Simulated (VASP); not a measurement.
# Mg3Si2N (P-4m2) in VASP: notebook, part 2 of 2

VASP 6.6.1. The steps go on from the part before.

### Step 5. Relaxation of cell and atoms, PBE

The input, INCAR:

```
SYSTEM = Mg3Si2N
  ALGO = Normal
  EDIFF = 1E-7
  EDIFFG = -0.04
  ENCUT = 600
  GGA = PE
  IBRION = 2
  ISIF = 3
  ISMEAR = 0
  LASPH = .True.
  LCHARG = .False.
  LREAL = .False.
  LWAVE = .False.
  NELM = 80
  NSW = 90
  PREC = Accurate
  SIGMA = 0.1
```

The input, KPOINTS:

```
k-points
0
Gamma
  6 6 4
  0 0 0
```

The input, POSCAR:

```
Mg3Si2N
1.0
    3.3866072700      0.0000000000      0.0000000000
    0.0000000000      3.3866072700      0.0000000000
    0.0000000000      0.0000000000      7.4221930400
Mg Si N
3 2 1
Direct
    0.5000000000      0.5000000000      0.0000000000
    0.0000000000      0.5000000000      0.3820000000
    0.5000000000      0.0000000000      0.6180000000
    0.0000000000      0.5000000000      0.7340000300
    0.5000000000      0.0000000000      0.2659999700
    0.0000000000      0.0000000000      0.0000000000
```

Potentials or basis: VASP PAW PBE potentials, release 64 (Mg, Si, N).

Started as:

```
$ cat potpaw_PBE.64/Mg/POTCAR potpaw_PBE.64/Si/POTCAR potpaw_PBE.64/N/POTCAR > POTCAR
$ mpirun -np 1 vasp_std > vasp.out
```

OUTCAR:

```text
SYSTEM = Mg3Si2N
   EDIFF = 1E-7
   EDIFFG = -0.04
   ENCUT = 600
   GGA = PE
   IBRION = 2
   ISIF = 3
   ISMEAR = 0
   LASPH = .True.
   LREAL = .False.
   NELM = 80
   NSW = 90
   PREC = Accurate

 ion  position               nearest neighbor table
   1  0.500  0.500  0.000-   6 2.39   6 2.39   6 2.39   6 2.39   5 2.60   4 2.60   4 2.60   5 2.60
                             2 3.30   3 3.30   3 3.30   2 3.30
   2  0.000  0.500  0.382-   5 2.54   5 2.54   5 2.54   5 2.54   4 2.61   3 2.97   3 2.97   3 2.97
                             3 2.97   1 3.30   1 3.30
   3  0.500  0.000  0.618-   4 2.54   4 2.54   4 2.54   4 2.54   5 2.61   2 2.97   2 2.97   2 2.97
                             2 2.97   1 3.30   1 3.30
   4  0.000  0.500  0.734-   3 2.54   3 2.54   3 2.54   3 2.54   1 2.60   1 2.60   2 2.61
   5  0.500  0.000  0.266-   2 2.54   2 2.54   2 2.54   2 2.54   1 2.60   1 2.60   3 2.61
   6  0.000  0.000  0.000-   1 2.39   1 2.39   1 2.39   1 2.39

  LATTYP: Found a simple tetragonal cell.
[... 709 lines left out ...]

------------------------ aborting loop because EDIFF is reached ----------------------------------------
[... 75 lines left out ...]
--------------------------------------- Ionic step       27  -------------------------------------------

 number of electron      19.0000000 magnetization

 Free energy of the ion-electron system (eV)
  ---------------------------------------------------
  ext. energy  EPLUGINS =         0.00000000
  ---------------------------------------------------
  free energy    TOTEN  =       -22.16233418 eV

  energy without entropy =      -22.15067268  energy(sigma->0) =      -22.15650343

 E-fermi :   4.9529     XC(G=0):  -9.8170

 val. band max:        4.8852545289   @ k =   0.5000   0.5000   0.0000
 cond. band min:       4.9757281423   @ k =   0.1667   0.1667   0.0000
 fundamental gap:      0.0904736134
 Fermi energy:         4.9529217870

 k-point     1 :       0.0000    0.0000    0.0000
  band No.  band energies     occupation
      1      -9.1091      2.00000
      2      -5.1273      2.00000
      3      -4.6879      2.00000
      4      -0.5490      2.00000
      5       0.0659      2.00000
      6       4.0515      2.00000
      7       4.2131      2.00000
      8       4.2131      2.00000
      9       5.1868      0.00094
     10       8.9128      0.00000
     11       8.9128      0.00000
     12       9.2036      0.00000
     13       9.2036      0.00000
[... 401 lines left out ...]
  FREE ENERGIE OF THE ION-ELECTRON SYSTEM (eV)
  ---------------------------------------------------
  free  energy   TOTEN  =       -22.1623341766 eV

  energy  without entropy=      -22.1506726820  energy(sigma->0) =      -22.15650343

 reached required accuracy - stopping structural energy minimisation
```

Run time: 14 min. Hardware: 1 thread of Intel Xeon Platinum 8375C at 2.90GHz (Ice Lake), shared host; peak memory 0.24 GiB.

What came out:

```yaml
Free_energy: -22.1623 eV
Relaxed_volume: 16.20 Å³/atom
Relaxed_cell: a = 3.037 Å, b = 3.037 Å, c = 10.540 Å, α = 90.00°, β = 90.00°, γ = 90.00°
Space_group_after_relaxing_to_0.1_Å: P-4m2 (No. 115)
Energy_gained_by_relaxing: 273.9 meV/atom
Ionic_steps: 27
Pressure_after_relaxing: 0.2 GPa
Largest_force_after_relaxing: 0.022 eV/Å
Band_gap_on_the_k_mesh: zero (an odd number of electrons rules out a gap without spin polarisation)
```

Forces on the atoms (eV/Å):
```
Mg   0.000  0.000  0.000
Mg   0.000  0.000  0.010
Mg   0.000  0.000 -0.010
Si   0.000  0.000  0.022
Si   0.000  0.000 -0.022
N    0.000  0.000  0.000
```

Stress tensor (GPa, compression positive):
```
0.18 0.00 0.00
0.00 0.18 0.00
0.00 0.00 0.09
```

Step by step:
| step | energy change (eV) | largest force (eV/Å) | pressure (GPa) | volume (Å³) |
| --- | --- | --- | --- | --- |
| 1 | 0.0000 | 0.8933 | 13.03 | 85.13 |
| 2 | -0.5359 | 0.3774 | -1.53 | 100.13 |
| 3 | -0.5401 | 0.4068 | -0.57 | 98.68 |
| 4 | -0.5739 | 0.3293 | -0.37 | 98.25 |
| 5 | -0.6550 | 0.2577 | 0.46 | 96.87 |
| 6 | -0.8026 | 0.4664 | 2.74 | 93.80 |
| 7 | -0.9495 | 1.1416 | 11.42 | 86.52 |
| 8 | -0.9841 | 0.7846 | 9.01 | 88.22 |
| 9 | -0.9697 | 1.0234 | 10.60 | 87.08 |
| 10 | -0.9748 | 1.0372 | 10.61 | 87.08 |
| 11 | -0.9887 | 1.0795 | 10.66 | 87.07 |
| 12 | -1.0103 | 1.1652 | 10.79 | 87.05 |
| 13 | -1.0300 | 1.3481 | 11.14 | 86.96 |
| 14 | -1.0581 | 1.3180 | 10.75 | 87.25 |
| 15 | -1.1373 | 1.2303 | 9.60 | 88.14 |
| 16 | -1.2738 | 1.0666 | 7.44 | 89.94 |
| 17 | -1.4672 | 0.7744 | 3.64 | 93.60 |
| 18 | -1.5722 | 0.3702 | -2.34 | 101.15 |
| 19 | -1.5785 | 0.4241 | -1.41 | 99.75 |
| 20 | -1.5896 | 0.3900 | -1.25 | 99.49 |
| 21 | -1.6149 | 0.2875 | -0.73 | 98.69 |
| 22 | -1.6287 | 0.1435 | 0.42 | 97.08 |
| 23 | -1.6298 | 0.1305 | 0.17 | 97.42 |
| 24 | -1.6320 | 0.1208 | 0.10 | 97.49 |
| 25 | -1.6372 | 0.0908 | -0.10 | 97.72 |
| 26 | -1.6416 | 0.0263 | -0.51 | 98.16 |
| 27 | -1.6433 | 0.0218 | 0.15 | 97.21 |

Final structure:
```
Mg Si N
1.0
     3.03685    0.00000    0.00000
     0.00000    3.03685    0.00000
     0.00000    0.00000   10.54010
Mg Si N
3 2 1
Cartesian
  1.5184 1.5184 0.0000
  0.0000 1.5184 4.1171
  1.5184 0.0000 6.4230
  0.0000 1.5184 8.2706
  1.5184 0.0000 2.2696
  0.0000 0.0000 0.0000
```

Levels at points of the mesh, in eV from the Fermi level:
| k point | band 8 | band 9 | band 10 | band 11 | band 12 | band 13 |
| --- | --- | --- | --- | --- | --- | --- |
| (0.00, 0.00, 0.00) | -0.74 | 0.23 | 3.96 | 3.96 | 4.25 | 4.25 |
| (0.50, 0.00, 0.00) | -1.39 | -1.36 | -0.50 | -0.10 | 2.28 | 3.57 |
| (0.50, 0.50, 0.00) | -2.52 | -2.09 | -0.07 | 0.83 | 0.83 | 1.21 |
| (0.00, 0.00, 0.50) | -0.74 | 1.91 | 3.10 | 3.93 | 3.93 | 4.29 |
| (0.50, 0.00, 0.50) | -2.05 | -0.50 | -0.19 | 0.94 | 0.95 | 2.59 |
| (0.50, 0.50, 0.50) | -2.61 | -1.94 | -0.39 | 1.14 | 1.14 | 1.42 |

Caveat: a cell axis changed by over 15 % at a fixed basis, so the end point is rough; an odd number of electrons without spin polarisation forces a metal; a magnetic or distorted state may lie lower.

### Step 6. Single point, PBE, collinear spin, ferromagnetic start

This run uses another cell than the first one, of 16.47 Å³/atom.

The input, INCAR:

```
SYSTEM = Mg3Si2N
PREC     = Accurate       ! precision mode
ENCUT    = 520            ! plane-wave cutoff, eV
EDIFF    = 1E-6           ! SCF threshold, eV
ISMEAR   = 0              ! smearing method
SIGMA    = 0.1            ! smearing width, eV
LREAL    = .FALSE.        ! projectors in reciprocal space
LASPH    = .TRUE.         ! aspherical terms in the spheres
NELM     = 150            ! most SCF steps
ALGO     = Normal         ! electronic algorithm
ISIF     = 2              ! what is computed and relaxed
LWAVE    = .FALSE.        ! write WAVECAR
LCHARG   = .TRUE.         ! write CHGCAR
ISPIN    = 2              ! spin polarisation
MAGMOM   = 0 0 0 0 0 1    ! initial moments
LORBIT   = 11             ! projections on sites
GGA      = PE             ! functional
LELF     = .TRUE.         ! ELF
LVHAR    = .TRUE.       
NBANDS   = 22             ! bands
```

The input, KPOINTS:

```
Automatic mesh
0
G
  6 6 2
  0 0 0
```

The input, POSCAR:

```
Mg3Si2N
1.0
    3.0353965157      0.0000000000      0.0000000000
    0.0000000000      3.0353965157      0.0000000000
    0.0000000000      0.0000000000     10.7282214775
Mg Si N
3 2 1
Direct
    0.5000000000      0.5000000000      0.0000000000
    0.0000000000      0.5000000000      0.3887592572
    0.5000000000      0.0000000000      0.6112407428
    0.0000000000      0.5000000000      0.7868459643
    0.5000000000      0.0000000000      0.2131540357
    0.0000000000      0.0000000000      0.0000000000
```

Potentials or basis: VASP PAW PBE potentials, release 64 (Mg, Si, N).

Started as:

```
$ cat potpaw_PBE.64/Mg/POTCAR potpaw_PBE.64/Si/POTCAR potpaw_PBE.64/N/POTCAR > POTCAR
$ mpirun -np 1 vasp_std > vasp.out
```

Run time: 2.2 min. Hardware: 1 thread of Intel Xeon Platinum 8375C at 2.90GHz (Ice Lake), shared host; peak memory 0.27 GiB.

Results (log left out):

| Item | Value |
| --- | --- |
| Free energy | -22.2051 eV |
| Pressure | -0.4 GPa |
| Largest force | 0.034 eV/Å |
| Net moment | 0.00 μB per cell |
| Valence electrons inside the program's atomic spheres | Mg 0.42, 0.36 (each value once); Si 1.55; N 3.58 |

Forces in eV/Å, atoms in the order of the input:
```
Mg   0.000  0.000  0.000
Mg   0.000  0.000  0.034
Mg   0.000  0.000 -0.034
Si   0.000  0.000  0.024
Si   0.000  0.000 -0.024
N    0.000  0.000  0.000
```

Stress tensor (GPa, compression positive):
```
-0.18  0.00  0.00
 0.00 -0.18  0.00
 0.00  0.00 -0.72
```

Levels at points of the mesh, in eV from the Fermi level:
Spin up:
```tsv
k point	band 7	band 8	band 9	band 10	band 11	band 12	band 13	band 14
(0.00, 0.00, 0.00)	-0.68	-0.68	0.05	4.02	4.02	4.09	4.30	4.30
(0.50, 0.00, 0.00)	-2.41	-1.40	-1.37	-0.45	-0.17	2.14	3.41	3.79
(0.50, 0.50, 0.00)	-2.67	-2.46	-2.05	-0.09	0.88	0.88	1.27	1.87
(0.00, 0.00, 0.50)	-0.68	-0.68	1.75	2.83	3.99	3.99	4.33	4.33
(0.50, 0.00, 0.50)	-2.96	-2.03	-0.45	-0.26	0.83	0.84	2.45	4.86
(0.50, 0.50, 0.50)	-2.61	-2.54	-1.92	-0.37	1.16	1.16	1.47	1.68
```
Spin down:
```tsv
k point	band 8	band 9	band 10	band 11	band 12	band 13
(0.00, 0.00, 0.00)	-0.68	0.05	4.02	4.02	4.09	4.30
(0.50, 0.00, 0.00)	-1.40	-1.37	-0.45	-0.17	2.14	3.41
(0.50, 0.50, 0.00)	-2.46	-2.05	-0.08	0.88	0.88	1.27
(0.00, 0.00, 0.50)	-0.68	1.75	2.83	3.99	3.99	4.33
(0.50, 0.00, 0.50)	-2.03	-0.45	-0.26	0.83	0.84	2.45
(0.50, 0.50, 0.50)	-2.54	-1.92	-0.37	1.16	1.16	1.47
```

### Step 7. Overview

```tsv
task	spin	cell	k mesh	cutoff (eV)	gap on the mesh (eV)	pressure (GPa)	largest force (eV/Å)
single point	off	a = 3.387, b = 3.387, c = 7.422 Å, 6 atoms, atomic positions A	6 × 6 × 4	520	none	13.1	0.89
single point	off	a = 3.035, b = 3.035, c = 10.728 Å, 6 atoms, atomic positions B	6 × 6 × 4	520	none	-0.4	0.04
single point	off	a = 3.015, b = 3.015, c = 10.760 Å, 6 atoms, atomic positions C	12 × 12 × 4	520	none	-0.2	-
relaxation of cell and atoms	off	relaxed from a = 3.387, b = 3.387, c = 7.422 Å, 6 atoms, atomic positions A	6 × 6 × 4	600	none	0.2	0.02
single point	collinear, ferromagnetic start	a = 3.035, b = 3.035, c = 10.728 Å, 6 atoms, atomic positions B	6 × 6 × 2	520	none	-0.4	0.03
```

Alike in all rows: level PBE; potentials or basis VASP PAW PBE potentials, release 64 (Mg, Si, N); smearing gaussian 0.1 eV.

Caveats: an odd number of electrons without spin polarisation forces a metal (at least some runs); a magnetic or distorted state may lie lower (at least some runs); the stress differs along the axes, from 11 to 17 GPa (at least some runs); a cell axis changed by over 15 % at a fixed basis, so the end point is rough (at least some runs).

Absolute energies hang on the potentials; compare differences alone.

The gap in the log of VASP goes by the Fermi energy; the results here count the filled bands.